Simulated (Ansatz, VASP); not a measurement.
**Two plane-wave programs on MgZrH4**

The input INCAR:

```
SYSTEM = MgZrH4
PREC     = Accurate       ! precision mode
ENCUT    = 600            ! plane-wave cutoff, eV
EDIFF    = 1E-6           ! SCF threshold, eV
ISMEAR   = 0              ! smearing method
SIGMA    = 0.1            ! smearing width, eV
LREAL    = .FALSE.        ! projectors in reciprocal space
LASPH    = .TRUE.         ! aspherical terms in the spheres
NELM     = 100            ! most SCF steps
ALGO     = Normal         ! electronic algorithm
ISIF     = 3              ! what is computed and relaxed
LWAVE    = .FALSE.        ! write WAVECAR
LCHARG   = .FALSE.        ! write CHGCAR
GGA      = PE             ! functional
IBRION   = 2              ! ionic algorithm
NSW      = 100            ! ionic steps
EDIFFG   = -0.01          ! ionic threshold
```

The input KPOINTS:

```
regular mesh
0
G
  10 10 6
  0 0 0
```

Contents of POSCAR:

```
MgZrH4
1.0
    3.2408128716      0.0000000000      0.0000000000
    0.0000000000      3.2408128716      0.0000000000
    0.0000000000      0.0000000000      5.0558263120
Mg Zr H
1 1 4
Direct
    0.0000000000      0.0000000000      0.0000000000
    0.5000000000      0.5000000000      0.5000000000
    0.5000000000      0.0000000000      0.2417573597
    0.5000000000      0.0000000000      0.7582426403
    0.0000000000      0.5000000000      0.2417573597
    0.0000000000      0.5000000000      0.7582426403
```

Input for Ansatz:

```yaml
crystal:
  lattice:
    - [3.2408128716, 0.0, 0.0]
    - [0.0, 3.2408128716, 0.0]
    - [0.0, 0.0, 5.055826312]
  atoms:
    - { symbol: Mg, position: [0.0, 0.0, 0.0] }
    - { symbol: Zr, position: [0.5, 0.5, 0.5] }
    - { symbol: H, position: [0.5, 0.0, 0.2417573597] }
    - { symbol: H, position: [0.5, 0.0, 0.7582426403] }
    - { symbol: H, position: [0.0, 0.5, 0.2417573597] }
    - { symbol: H, position: [0.0, 0.5, 0.7582426403] }
basis:
  ecutwfc: 420
kpoints:
  mp_grid: { grid: [10, 10, 6] }
hamiltonian:
  xc: pbe
scf:
  occupations: { method: gaussian, width: 0.1 }
output:
  forces: true
  stress: true
  eigenvalues: true
relax:
  adjacent_minimum: "off"
  f_tol: 0.01
  max_steps: 80
  cell: { stress_tol: 0.05 }
```

Change from the starting cell: species swapped into the VBiO4 type (C2, No. 5).

Alike in both runs: task relaxation of cell and atoms; functional PBE; k mesh 10 × 10 × 6; occupations gaussian, width 0.1 eV; no spin polarisation.

|  | VASP | Ansatz |
| --- | --- | --- |
| version | VASP 6.6.1 | Ansatz 0.2.0 |
| potentials or method | VASP PAW PBE potentials, release 64 (Mg, Zr_sv, H), cutoff 600 eV | scalar-relativistic, plane waves, PAW |
| valence electrons in the cell | 18 | 26 |

VASP gave:

| Quantity | Value |
| --- | --- |
| gap on the k mesh at the Fermi level, each at its own relaxed structure (eV) | none |
| relaxed volume (Å³/atom) | 8.93 |
| relaxed cell length with the largest relative difference (Å) | 4.903 |

Question: What did Ansatz give for the same quantities?

Answer: gap on the k mesh at the Fermi level, each at its own relaxed structure (eV): none; relaxed volume (Å³/atom): 8.94; relaxed cell length with the largest relative difference (Å): 4.908.

A gap of «none» marks a metal or a gap that the smearing closes. VASP's potentials hold 18 valence electrons a cell and Ansatz's 26, so a difference there can come from the potentials and not from the codes.
